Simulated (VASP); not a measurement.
Here is a VASP 6.6.1 calculation.

The input INCAR:

```
PREC = Accurate
ENCUT = 520
EDIFF = 1E-6
ISMEAR = 0
SIGMA = 0.1
LREAL = F
LASPH = T
NELM = 60
ALGO = Normal
ISIF = 2
LWAVE = F
LCHARG = T
LELF = T
LVHAR = T
NBANDS = 28
```

Contents of KPOINTS:

```
regular mesh
0
Gamma
  10 10 10
```

POSCAR

```
Ti3Al
1.0
    0.0000000000      3.1481975249      3.1481975249
    3.1481975249      0.0000000000      3.1481975249
    3.1481975249      3.1481975249      0.0000000000
Ti Al
3 1
Direct
    0.7500000000      0.7500000000      0.7500000000
    0.2500000000      0.2500000000      0.2500000000
    0.0000000000      0.0000000000      0.0000000000
    0.5000000000      0.5000000000      0.5000000000
```

Potentials or basis: VASP PAW LDA potentials, release 64 (Ti_sv, Al).

Launch:

```console
$ cat potpaw_LDA.64/Ti_sv/POTCAR potpaw_LDA.64/Al/POTCAR > POTCAR
$ mpirun -np 1 vasp_std > vasp.out
```

(1) Predict the pressure.

## Answers

(1) 0.0 GPa.
